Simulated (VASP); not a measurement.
Input of a VASP 6.6.1 run:

Contents of INCAR:

```
ALGO     = Normal         # electronic algorithm
EDIFF    = 1E-7           # SCF threshold, eV
ENCUT    = 520            # plane-wave cutoff, eV
GGA      = PE             # functional
ISIF     = 2              # what is computed and relaxed
ISMEAR   = -1             # smearing method
LASPH    = True           # aspherical terms in the spheres
LCHARG   = True           # write CHGCAR
LELF     = True           # ELF
LREAL    = False          # projectors in reciprocal space
LVHAR    = True         
LWAVE    = False          # write WAVECAR
NBANDS   = 11             # bands
NELM     = 60             # most SCF steps
PREC     = Accurate       # precision mode
SIGMA    = 0.05           # smearing width, eV
```

The input KPOINTS:

```
k-points
0
Gamma
  11 11 11
```

File POSCAR:

```
C
1.0
    0.0000000000      1.7833700000      1.8547048000
    1.7833700000      0.0000000000      1.8547048000
    1.7833700000      1.7833700000      0.0000000000
C
2
Direct
    0.7500000000      0.7500000000      0.7500000000
    0.5000000000      0.5000000000      0.5000000000
```

Potentials or basis: VASP PAW PBE potentials, release 64 (C).

Launch:

```console
$ cat potpaw_PBE.64/C/POTCAR > POTCAR
$ mpirun -np 1 vasp_std > vasp.out
```

Estimate the pressure.

-13.7 GPa.

Estimate the band gap on the k mesh.

3.55 eV, indirect (least direct gap 5.14 eV).

Stress tensor (GPa, compression positive):
```
 -1.56   0.00   0.00
  0.00  -1.56   0.00
  0.00   0.00 -37.89
```

A k mesh can miss the band edges.
